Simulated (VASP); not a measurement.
# SrO (Fm-3m) in VASP: settings compared, part 2 of 2

VASP 6.6.1. The steps go on from the part before.

### Step 4. Relaxation of cell and atoms, r2SCAN+rVV10

This run uses another cell than the first one, of 16.80 Å³/atom, 0.989 times its volume.

Input file POSCAR:

```
SrO
1.0
    0.0000000000      2.5609078853      2.5609078853
    2.5609078853      0.0000000000      2.5609078853
    2.5609078853      2.5609078853      0.0000000000
Sr O
1 1
Direct
    0.0000000000      0.0000000000      0.0000000000
    0.5000000000      0.5000000000      0.5000000000
```

Input file INCAR.step1:

```
PREC     = Accurate       # precision mode
ENCUT    = 660            # plane-wave cutoff, eV
ISMEAR   = -1             # smearing method
SIGMA    = 0.03           # smearing width, eV
LREAL    = False          # projectors in reciprocal space
LASPH    = True           # aspherical terms in the spheres
NELM     = 120            # most SCF steps
GGA      = PE             # functional
ALGO     = Normal         # electronic algorithm
EDIFF    = 1E-5           # SCF threshold, eV
LWAVE    = True           # write WAVECAR
LCHARG   = False          # write CHGCAR
GGA_COMPAT= False        
IBRION   = 2              # ionic algorithm
ISIF     = 3              # what is computed and relaxed
EDIFFG   = -0.005         # ionic threshold
NELMIN   = 4            
NSW      = 100            # ionic steps
```

Input file INCAR.step2:

```
PREC     = Accurate       # precision mode
ENCUT    = 660            # plane-wave cutoff, eV
EDIFF    = 1E-7           # SCF threshold, eV
ISMEAR   = -1             # smearing method
SIGMA    = 0.03           # smearing width, eV
LREAL    = False          # projectors in reciprocal space
LASPH    = True           # aspherical terms in the spheres
NELM     = 120            # most SCF steps
ALGO     = Normal         # electronic algorithm
ISIF     = 3              # what is computed and relaxed
LWAVE    = False          # write WAVECAR
LCHARG   = False          # write CHGCAR
METAGGA  = R2SCAN         # meta-GGA
LMIXTAU  = True         
LUSE_VDW = True         
IVDW_NL  = 2            
BPARAM   = 11.95        
CPARAM   = 0.0093       
IBRION   = 2              # ionic algorithm
NSW      = 100            # ionic steps
EDIFFG   = -0.01          # ionic threshold
ISTART   = 1            
GGA_COMPAT= False        
NELMIN   = 4
```

Input file KPOINTS:

```
Automatic mesh
0
Gamma
  8 8 8
```

Potentials or basis: VASP PAW PBE potentials, release 64 (Sr_sv, O).

The run is started by

```
> cat potpaw_PBE.64/Sr_sv/POTCAR potpaw_PBE.64/O/POTCAR > POTCAR
> cp INCAR.step1 INCAR
> mpirun -np 1 vasp_std > vasp.out
> cp INCAR.step2 INCAR
> mpirun -np 1 vasp_std > vasp.out
```

OUTCAR:

```text
PREC = Accurate
   ENCUT = 660
   EDIFF = 1E-7
   ISMEAR = -1
   LREAL = False
   LASPH = True
   NELM = 120
   ISIF = 3
   METAGGA = R2SCAN
   IVDW_NL = 2
   BPARAM = 11.95
   IBRION = 2
   NSW = 100
   EDIFFG = -0.01
   ISTART = 1
   NELMIN = 4

 ion  position               nearest neighbor table
   1  0.000  0.000  0.000-   2 2.56   2 2.56   2 2.56   2 2.56   2 2.56   2 2.56
   2  0.500  0.500  0.500-   1 2.56   1 2.56   1 2.56   1 2.56   1 2.56   1 2.56

  LATTYP: Found a face centered cubic cell.
 ALAT       =     5.1218157706

  Lattice vectors:

 A1 = (   0.0000000000,   2.5609078853,   2.5609078853)
 A2 = (   2.5609078853,   0.0000000000,   2.5609078853)
 A3 = (   2.5609078853,   2.5609078853,   0.0000000000)

Analysis of symmetry for initial positions (statically):
=====================================================================
 Subroutine PRICEL returns:
 Original cell was already a primitive cell.

 Routine SETGRP: Setting up the symmetry group for a
 face centered cubic supercell.

 Subroutine GETGRP returns: Found 48 space group operations
 (whereof 48 operations were pure point group operations)
 out of a pool of 48 trial point group operations.

The static configuration has the point symmetry O_h .

Analysis of symmetry for dynamics (positions and initial velocities):
=====================================================================
 Subroutine PRICEL returns:
 Original cell was already a primitive cell.

 Routine SETGRP: Setting up the symmetry group for a
 face centered cubic supercell.

 Subroutine GETGRP returns: Found 48 space group operations
 (whereof 48 operations were pure point group operations)
 out of a pool of 48 trial point group operations.

The dynamic configuration has the point symmetry O_h .
[... 128 lines left out ...]
   BPARAM     =11.9500
   IVDW    =     0    specifies the selected vdW correction
   LEPSILON=     F    determine dielectric tensor
   LRPA    =     F    only Hartree local field effects (RPA)
 conjugate gradient relaxation of ions
 non-spin polarized calculation
  energy-cutoff  :      660.00
  volume of cell :       33.59
 maximum number of plane-waves:      1308
   NGX = 15   NGY = 15   NGZ = 15

--------------------------------------- Ionic step        1  -------------------------------------------

 number of electron      15.9999997 magnetization

 Free energy of the ion-electron system (eV)
  ---------------------------------------------------
  ext. energy  EPLUGINS =         0.00000000
  ---------------------------------------------------
  free energy    TOTEN  =       -26.65816963 eV

  energy without entropy =      -26.65816963  energy(sigma->0) =      -26.65816963

------------------------ aborting loop because EDIFF is reached ----------------------------------------

  FORCE on cell =-STRESS in cart. coord.  units (eV):
  Direction    XX          YY          ZZ          XY          YZ          ZX
  --------------------------------------------------------------------------------------
  -------------------------------------------------------------------------------------
  Total        0.3487825      0.3487825      0.3487825     -0.0000000      0.0000000     -0.0000000
  in kB       16.6361714     16.6361714     16.6361714     -0.0000000      0.0000000     -0.0000000
  external PRESSURE =      16.6361714 kB  Pullay stress =       0.0000000 kB
[... 59 lines left out ...]
--------------------------------------- Ionic step        3  -------------------------------------------

 number of electron      15.9999997 magnetization

 Free energy of the ion-electron system (eV)
  ---------------------------------------------------
  ext. energy  EPLUGINS =         0.00000000
  ---------------------------------------------------
  free energy    TOTEN  =       -26.66103250 eV

  energy without entropy =      -26.66103250  energy(sigma->0) =      -26.66103250

 E-fermi :   2.0177     XC(G=0): -10.6188

 val. band max:        1.2937522186   @ k =   0.0000   0.0000   0.0000
 cond. band min:       4.9959608546   @ k =   0.5000   0.5000   0.0000
 fundamental gap:      3.7022086359
 Fermi energy:         2.0177058066

 k-point     1 :       0.0000    0.0000    0.0000
  band No.  band energies     occupation
      1     -32.1509      2.00000
      2     -14.7270      2.00000
      3     -13.1813      2.00000
      4     -13.1813      2.00000
      5     -13.1813      2.00000
      6       1.2938      2.00000
      7       1.2938      2.00000
      8       1.2938      2.00000
      9       5.8499      0.00000
     10       8.0450      0.00000
     11       8.0450      0.00000
     12       8.0450      0.00000
[... 331 lines left out ...]
 k-point    24 :      -0.3750    0.2500    0.1250
  band No.  band energies     occupation
      1     -31.9926      2.00000
      2     -15.7555      2.00000
      3     -13.5572      2.00000
      4     -13.4086      2.00000
      5     -12.5178      2.00000
      6      -0.2498      2.00000
      7       0.4393      2.00000
      8       0.5162      2.00000
      9       8.1595      0.00000
     10       8.5292      0.00000
     11      11.2625      0.00000
     12      11.3985      0.00000

 [... further k-points ...]
[... 5 lines left out ...]
  --------------------------------------------------------------------------------------
  -------------------------------------------------------------------------------------
  Total        0.0004311      0.0004311      0.0004311      0.0000000      0.0000000     -0.0000000
  in kB        0.0202272      0.0202272      0.0202272      0.0000000      0.0000000     -0.0000000
  external PRESSURE =       0.0202272 kB  Pullay stress =       0.0000000 kB
[... 17 lines left out ...]
  FREE ENERGIE OF THE ION-ELECTRON SYSTEM (eV)
  ---------------------------------------------------
  free  energy   TOTEN  =       -26.6610325025 eV

  energy  without entropy=      -26.6610325025  energy(sigma->0) =      -26.66103250

 reached required accuracy - stopping structural energy minimisation
```

OUTCAR.step1:

```text
PREC = Accurate
   ENCUT = 660
   ISMEAR = -1
   LREAL = False
   LASPH = True
   NELM = 120
   GGA = PE
   EDIFF = 1E-5
   IBRION = 2
   ISIF = 3
   EDIFFG = -0.005
   NELMIN = 4
   NSW = 100

[... 646 lines left out ...]
  band No.  band energies     occupation
      1     -31.0146      2.00000
      2     -13.5460      2.00000
      3     -12.6868      2.00000
      4     -12.6868      2.00000
      5     -12.6868      2.00000
      6       1.4989      2.00000
      7       1.4989      2.00000
      8       1.4989      2.00000
      9       5.2370      0.00000
     10       7.6321      0.00000
     11       7.6321      0.00000
     12       7.6321      0.00000
[... 374 lines left out ...]
  FREE ENERGIE OF THE ION-ELECTRON SYSTEM (eV)
  ---------------------------------------------------
  free  energy   TOTEN  =       -12.0560993710 eV

  energy  without entropy=      -12.0560993710  energy(sigma->0) =      -12.05609937

 reached required accuracy - stopping structural energy minimisation
```

It took 14 min on 1 thread of Intel Xeon 8259CL, shared host; peak memory 0.3 GiB.

Results:

- Free energy: -26.6610 eV
- Relaxed volume: 17.08 Å³/atom
- Relaxed cell: a = 3.642 Å, b = 3.642 Å, c = 3.642 Å, α = 60.00°, β = 60.00°, γ = 60.00°
- Space group after relaxing (to 0.05 Å): Fm-3m (No. 225)
- Energy gained by relaxing: 1.4 meV/atom
- Ionic steps: 3
- Pressure after relaxing: 0.0 GPa
- Band gap on the k mesh: 3.70 eV, indirect (least direct gap 3.79 eV)

The path:
| step | energy change (eV) | largest force (eV/Å) | pressure (GPa) | volume (Å³) |
| --- | --- | --- | --- | --- |
| 1 | 0.0000 | 0.0000 | 1.66 | 33.59 |
| 2 | -0.0021 | 0.0000 | -0.81 | 34.45 |
| 3 | -0.0029 | 0.0000 | 0.00 | 34.15 |

Final structure:
```
Sr O
1.0
     0.00000    2.57506    2.57506
     2.57506    0.00000    2.57506
     2.57506    2.57506    0.00000
Sr O
1 1
Direct
  0.00000 0.00000 0.00000
  0.50000 0.50000 0.50000
```

Levels at points of the mesh, in eV from the valence-band top:
```csv
k point,band 5,band 6,band 7,band 8,band 9,band 10,band 11,band 12
"(0.00, 0.00, 0.00)",-14.48,0.00,0.00,0.00,4.56,6.75,6.75,6.75
"(0.50, 0.00, 0.00)",-13.47,-2.12,-1.12,-1.12,7.06,8.97,9.45,9.45
"(0.50, 0.50, 0.00)",-14.83,-0.44,-0.09,-0.09,3.70,8.47,10.91,11.00
```

Caveat: the PAW data sets were made with another functional, which shifts forces and pressure a little. r2SCAN opens gaps a little over a GGA but as a rule still falls short of measured ones.

### Step 5. The runs side by side

| task | level | cell | cutoff (eV) | gap on the mesh (eV) | pressure (GPa) | relaxed volume (Å³/atom) |
| --- | --- | --- | --- | --- | --- | --- |
| single point | r2SCAN+rVV10 | a = 3.635 Å, angles 60.0°, 2 atoms | 660 | 3.70 | 0.5 | - |
| relaxation of cell and atoms | PBEsol | relaxed from a = 3.610 Å, angles 60.0°, 2 atoms | 600 | 3.15 | 0.0 | 16.90 |
| relaxation of cell and atoms | r2SCAN+rVV10 | relaxed from a = 3.622 Å, angles 60.0°, 2 atoms | 660 | 3.70 | 0.0 | 17.08 |

Alike in all rows: potentials or basis VASP PAW PBE potentials, release 64 (Sr_sv, O); no spin polarisation; k mesh 8 × 8 × 8; smearing fermi-dirac 0.03 eV.

Caveats: the PAW data sets were made with another functional, which shifts forces and pressure a little.

Total energies depend on the potentials used, so only differences within one code and one set of settings carry meaning.
